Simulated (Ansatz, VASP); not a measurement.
# Na16H: VASP beside Ansatz

```
Na H
1.0
     8.46000    0.00000    0.00000
     0.00000    8.46000    0.00000
     0.00000    0.00000    8.46000
Na H
16 1
Direct
  0.99408 0.01186 0.00004
  0.51147 0.98857 0.00004
  0.99414 0.48910 0.00004
  0.00497 0.01793 0.50008
  0.26909 0.25049 0.23911
  0.51148 0.51228 0.00004
  0.48103 0.98950 0.50006
  0.74444 0.25059 0.26700
  0.00484 0.48266 0.50008
  0.23782 0.75032 0.23887
  0.26910 0.25049 0.76101
  0.48096 0.51148 0.50006
  0.75591 0.75031 0.26149
  0.74446 0.25059 0.73306
  0.23782 0.75032 0.76124
  0.75590 0.75031 0.73863
  0.87435 0.24964 0.49995
```

Alike in both runs: functional PBE; k mesh 2 × 2 × 2; occupations gaussian, width 0.15 eV; no spin polarisation.

Ansatz relaxed the structure, and its values are those at the end. VASP's run is a single point on that final structure, the one shown.

```csv
,VASP,Ansatz
version,VASP 6.6.1,Ansatz 0.2.0
potentials or method,"VASP PAW PBE potentials, release 64 (Na_pv, H), cutoff 520 eV","scalar-relativistic, plane waves, PAW"
valence electrons in the cell,113,145
```

VASP gave:

* rms of the force components (eV/Å): 0.004

Task: What did Ansatz give for the same quantities?

Result: rms of the force components (eV/Å): 0.003.

VASP's potentials hold 113 valence electrons a cell and Ansatz's 145, so a difference there can come from the potentials and not from the codes.

The k mesh is coarse, so the values compare programs but aren't converged.
